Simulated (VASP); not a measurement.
# C9O in VASP: relaxation of the atoms with PBE+D3(BJ)

Aim: the relaxation of the atoms of C9O with PBE+D3(BJ).

Everything below comes from runs of VASP 6.6.1. Logs are shortened: lines on timing, memory, paths and dates and some standing lists are left out, and cuts for length are marked.

## 1. The cell of the first run

The cell holds a slab with vacuum, 10 atoms: a = 4.931 Å, b = 4.931 Å, c = 16.650 Å, α = 90.00°, β = 90.00°, γ = 120.00°.

## 2. Relaxation of the atoms, PBE+D3(BJ)

INCAR reads:

```
PREC = Accurate ; ENCUT = 520
EDIFF = 1E-7 ; ISMEAR = 0
SIGMA = 0.1 ; LREAL = False
LASPH = True ; NELM = 120
ALGO = Normal ; ISIF = 2
LWAVE = False ; LCHARG = False
LDIPOL = True ; IDIPOL = 3
DIPOL = 0.5 0.5 0.265 ; GGA = PE
IVDW = 12 ; IBRION = 2
NSW = 36 ; EDIFFG = -0.025
GGA_COMPAT = False ; NELMIN = 4
NELMDL = -8
```

KPOINTS reads:

```
regular mesh
0
Gamma
  6 6 1
```

POSCAR reads:

```
C9O
1.0
    4.9313048819      0.0000000000      0.0000000000
   -2.4656524409      4.2706353015      0.0000000000
    0.0000000000      0.0000000000     16.6500331942
C O
9 1
Selective dynamics
Direct
    0.3333333333      0.1666666667      0.2402417549  F F F
    0.3333333333      0.6666666667      0.2402417549  F F F
    0.8333333333      0.1666666667      0.2402417549  F F F
    0.8333333333      0.6666666667      0.2402417549  F F F
    0.1666666667      0.3333333333      0.2402397613  F F F
    0.1666666667      0.8333333333      0.2402397613  F F F
    0.6666666667      0.3333333333      0.2402397613  F F F
    0.6666666667      0.8333333333      0.2402397613  F F F
    0.5000000000      0.5000000000      0.3291304666  F F T
    0.5000000000      0.5000000000      0.3981993980  F F T
```

Potentials or basis: VASP PAW PBE potentials, release 64 (C, O).

Command:

```sh
cat potpaw_PBE.64/C/POTCAR potpaw_PBE.64/O/POTCAR > POTCAR
mpirun -np 1 vasp_std > vasp.out
```

OUTCAR:

```text
PREC = Accurate
   ENCUT = 520
   EDIFF = 1E-7
   ISMEAR = 0
   LREAL = False
   LASPH = True
   NELM = 120
   ISIF = 2
   GGA = PE
   IVDW = 12
   IBRION = 2
   NSW = 36
   EDIFFG = -0.025
   NELMIN = 4
   NELMDL = -8
 IVDW          = 12

 ion  position               nearest neighbor table
   1  0.333  0.167  0.240-   5 1.42   6 1.42   7 1.42   9 2.05
   2  0.333  0.667  0.240-   6 1.42   5 1.42   8 1.42   9 2.05
   3  0.833  0.167  0.240-   7 1.42   8 1.42   5 1.42
   4  0.833  0.667  0.240-   8 1.42   7 1.42   6 1.42   9 2.05
   5  0.167  0.333  0.240-   1 1.42   2 1.42   3 1.42   9 2.05
   6  0.167  0.833  0.240-   2 1.42   1 1.42   4 1.42
   7  0.667  0.333  0.240-   3 1.42   4 1.42   1 1.42   9 2.05
   8  0.667  0.833  0.240-   4 1.42   3 1.42   2 1.42   9 2.05
   9  0.500  0.500  0.329-  10 1.15   1 2.05   4 2.05   2 2.05   8 2.05   5 2.05   7 2.05
  10  0.500  0.500  0.398-   9 1.15

  LATTYP: Found a hexagonal cell.
 ALAT       =     4.9313048819
 C/A-ratio  =     3.3763950096

  Lattice vectors:

 A1 = (   4.9313048819,   0.0000000000,   0.0000000000)
 A2 = (  -2.4656524409,   4.2706353015,   0.0000000000)
 A3 = (   0.0000000000,   0.0000000000,  16.6500331942)

Analysis of symmetry for initial positions (statically):
=====================================================================
 Subroutine PRICEL returns:
 Original cell was already a primitive cell.

 Routine SETGRP: Setting up the symmetry group for a
 hexagonal supercell.

 Subroutine GETGRP returns: Found 12 space group operations
 (whereof  4 operations were pure point group operations)
 out of a pool of 24 trial point group operations.

The static configuration has the point symmetry C_2v.
 The point group associated with its full space group is C_6v.

Analysis of symmetry for dynamics (positions and initial velocities):
=====================================================================
 Subroutine PRICEL returns:
 Original cell was already a primitive cell.

 Routine SETGRP: Setting up the symmetry group for a
 hexagonal supercell.

 Subroutine GETGRP returns: Found 12 space group operations
 (whereof  4 operations were pure point group operations)
 out of a pool of 24 trial point group operations.

The dynamic configuration has the point symmetry C_2v.
 The point group associated with its full space group is C_6v.

Analysis of constrained symmetry for selective dynamics:
=====================================================================
 Subroutine PRICEL returns:
 Original cell was already a primitive cell.

 Routine SETGRP: Setting up the symmetry group for a
 hexagonal supercell.
[... 145 lines left out ...]

 number of electron      41.9999998 magnetization

 Free energy of the ion-electron system (eV)
  ---------------------------------------------------
  ext. energy  EPLUGINS =         0.00000000
  ---------------------------------------------------
  free energy    TOTEN  =       -84.68350006 eV

  energy without entropy =      -84.67850257  energy(sigma->0) =      -84.68100132

------------------------ aborting loop because EDIFF is reached ----------------------------------------

 Edisp (eV)   -0.83008

 E8    (eV) :    -0.2548
[... 129 lines left out ...]
  FREE ENERGIE OF THE ION-ELECTRON SYSTEM (eV)
  ---------------------------------------------------
  free  energy   TOTEN  =       -86.2484499460 eV

  energy  without entropy=      -86.2391496999  energy(sigma->0) =      -86.24379982

 dipolmoment           0.000000      0.000000      0.000538 electrons x Angstroem

[... ionic steps 4 to 12 ...]

--------------------------------------- Ionic step       13  -------------------------------------------

 number of electron      41.9999999 magnetization

------------------------ aborting loop because EDIFF is reached ----------------------------------------
[... 45 lines left out ...]
 number of electron      41.9999999 magnetization

------------------------ aborting loop because EDIFF is reached ----------------------------------------

 vacuum level on the upper side and lower side of the slab       (xc-potential included)        -0.167        -0.064

 Edisp (eV)   -0.84494

 E8    (eV) :    -0.2554

  FORCE on cell =-STRESS in cart. coord.  units (eV):
  Direction    XX          YY          ZZ          XY          YZ          ZX
  --------------------------------------------------------------------------------------
  -------------------------------------------------------------------------------------
  Total       0.19836     0.19836     0.00142     0.00000     0.00000     0.00000
  in kB       0.90635     0.90635     0.00651     0.00000     0.00000     0.00000
  external pressure =        0.61 kB  Pullay stress =        0.00 kB
[... 31 lines left out ...]
--------------------------------------- Ionic step       15  -------------------------------------------

 number of electron      41.9999999 magnetization

 dipolmoment           0.000000      0.000000     -0.009450 electrons x Angstroem

 Free energy of the ion-electron system (eV)
  ---------------------------------------------------
  ext. energy  EPLUGINS =         0.00000000
  ---------------------------------------------------
  free energy    TOTEN  =       -88.56906123 eV

  energy without entropy =      -88.56279246  energy(sigma->0) =      -88.56592685

 E-fermi :  -1.9158     XC(G=0):  -3.5545

 val. band max:       -1.9158488003   @ k =   0.3333   0.3333   0.0000
 cond. band min:      -1.9158473100   @ k =   0.3333   0.3333   0.0000
 fundamental gap:      0.0000014903
 Fermi energy:        -1.9158480551

 k-point     1 :       0.0000    0.0000    0.0000
  band No.  band energies     occupation
      1     -27.1366      2.00000
      2     -21.4312      2.00000
      3     -16.1936      2.00000
      4     -16.1856      2.00000
      5     -16.1856      2.00000
      6     -15.1492      2.00000
[... 199 lines left out ...]
     26       3.5791      0.00000
     27       4.3629      0.00000

------------------------ aborting loop because EDIFF is reached ----------------------------------------

 vacuum level on the upper side and lower side of the slab       (xc-potential included)        -0.066         0.032

 Edisp (eV)   -0.84513

 E8    (eV) :    -0.2555

  FORCE on cell =-STRESS in cart. coord.  units (eV):
  Direction    XX          YY          ZZ          XY          YZ          ZX
  --------------------------------------------------------------------------------------
  -------------------------------------------------------------------------------------
  Total       0.19849     0.19849    -0.12519     0.00000     0.00000     0.00000
  in kB       0.90696     0.90696    -0.57200     0.00000     0.00000     0.00000
  external pressure =        0.41 kB  Pullay stress =        0.00 kB
[... 25 lines left out ...]
  FREE ENERGIE OF THE ION-ELECTRON SYSTEM (eV)
  ---------------------------------------------------
  free  energy   TOTEN  =       -89.4141950716 eV

  energy  without entropy=      -89.4079262985  energy(sigma->0) =      -89.41106069

 reached required accuracy - stopping structural energy minimisation

 vacuum level on the upper side and lower side of the slab         2.233         2.332
```

Wall time 20 min (1 thread of AMD EPYC 7R13 (Zen 3), shared host); peak memory 0.49 GiB.

What came out:

- Free energy: -89.4142 eV
- Energy gained by relaxing: 390.1 meV/atom
- Ionic steps: 15
- Band gap on the k mesh: zero (filled and empty bands touch)
- Dispersion energy per atom: -0.085 eV

Step by step:
```csv
step,energy change (eV),largest force on free atoms (eV/Å),pressure (GPa)
1,0.0000,4.2839,3.56
2,-0.7269,13.7411,4.89
3,-0.7349,15.2678,5.08
4,-0.8260,15.0587,5.01
5,-1.0932,14.4486,4.76
6,-1.5824,13.2851,4.27
7,-2.3649,11.1469,3.28
8,-3.2883,7.4981,1.90
9,-3.8658,1.9431,0.44
10,-3.8864,1.2238,0.29
11,-3.9002,0.1414,0.08
12,-3.9005,0.0595,0.04
13,-3.9004,0.2503,0.00
14,-3.9006,0.1069,0.06
15,-3.9006,0.0092,0.04
```

Final structure:
```
C O
1.0
     4.93130    0.00000    0.00000
    -2.46565    4.27064    0.00000
     0.00000    0.00000   16.65003
C O
9 1
Direct
  0.33333 0.16667 0.24024
  0.33333 0.66667 0.24024
  0.83333 0.16667 0.24024
  0.83333 0.66667 0.24024
  0.16667 0.33333 0.24024
  0.16667 0.83333 0.24024
  0.66667 0.33333 0.24024
  0.66667 0.83333 0.24024
  0.50000 0.50000 0.43433
  0.50000 0.50000 0.50302
```

Levels at points of the mesh, in eV from the Fermi level:
| k point | band 19 | band 20 | band 21 | band 22 | band 23 | band 24 |
| --- | --- | --- | --- | --- | --- | --- |
| (0.00, 0.00, 0.00) | -2.36 | -2.36 | -2.36 | 1.68 | 1.68 | 1.68 |
| (0.50, 0.00, 0.00) | -4.88 | -2.74 | -2.72 | 1.61 | 2.00 | 2.82 |
